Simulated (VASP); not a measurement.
Zn, 2 atoms in the cell. Symmetry: P6_3/mmc, No. 194, hexagonal system. Conventional cell: a = 2.670 Å, b = 2.670 Å, c = 4.966 Å, α = 90.00°, β = 90.00°, γ = 120.00°. Within 3.5 Å of Zn (site symmetry -6m2) lie 12 Zn at 2.67 to 2.92 Å. 

```yaml
Program: VASP 6.6.1
Task: single point
Functional: r2SCAN
Potentials_or_basis: VASP PAW PBE potentials, release 64 (Zn)
Cutoff: 520 eV
k_mesh: 9 × 9 × 4
Occupations: gaussian, width 0.1 eV
Spin: no spin polarisation
Dipole_correction: no
Further_INCAR_settings: ALGO = Normal; EDIFF = 1e-07; NBANDS = 19
```

Potentials or basis: VASP PAW PBE potentials, release 64 (Zn).

The run is started by

```sh
$ cat potpaw_PBE.64/Zn/POTCAR > POTCAR
$ cp INCAR.step1 INCAR
$ mpirun -np 1 vasp_std > vasp.out
$ cp INCAR.step2 INCAR
$ mpirun -np 1 vasp_std > vasp.out
```

Hardware: 1 thread of Intel(R) Xeon(R) Platinum 8488C (Sapphire Rapids), with other jobs on the host.

Q: How long does it take, and how much memory?

A: It took 59 s on 1 thread of Intel(R) Xeon(R) Platinum 8488C (Sapphire Rapids) (shared host), peak memory 0.15 GiB. Counts: k points 36.
